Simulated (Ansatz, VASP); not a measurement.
One calculation of GaO3, two programs

```
Ga O
1.0
    -2.07561    2.07561    2.07561
     2.07561   -2.07561    2.07561
     2.07561    2.07561   -2.07561
Ga O
1 3
Direct
  0.00000 0.00000 0.00000
  0.00000 0.50000 0.50000
  0.50000 0.00000 0.50000
  0.50000 0.50000 0.00000
```

Alike in both runs: functional PBE; k mesh 6 × 6 × 6; occupations gaussian, width 0.1 eV; no spin polarisation.

Ansatz relaxed the structure, and its values are those at the end. VASP's run is a single point on that final structure, the one shown.

|  | VASP | Ansatz |
| --- | --- | --- |
| version | VASP 6.6.1 | Ansatz 0.2.0 |
| potentials or method | VASP PAW PBE potentials, release 64 (Ga_d, O), cutoff 520 eV | scalar-relativistic, plane waves, PAW |
| valence electrons in the cell | 31 | 31 |

VASP gave:

* gap on the k mesh at the Fermi level (eV): none
* pressure (GPa): 0.4

Q: Which values does Ansatz return?

A: gap on the k mesh at the Fermi level (eV): none; pressure (GPa): 0.0.

A gap of «none» marks a metal or a gap that the smearing closes. With one functional, cell and mesh, what is left measures potentials, basis and numerics.
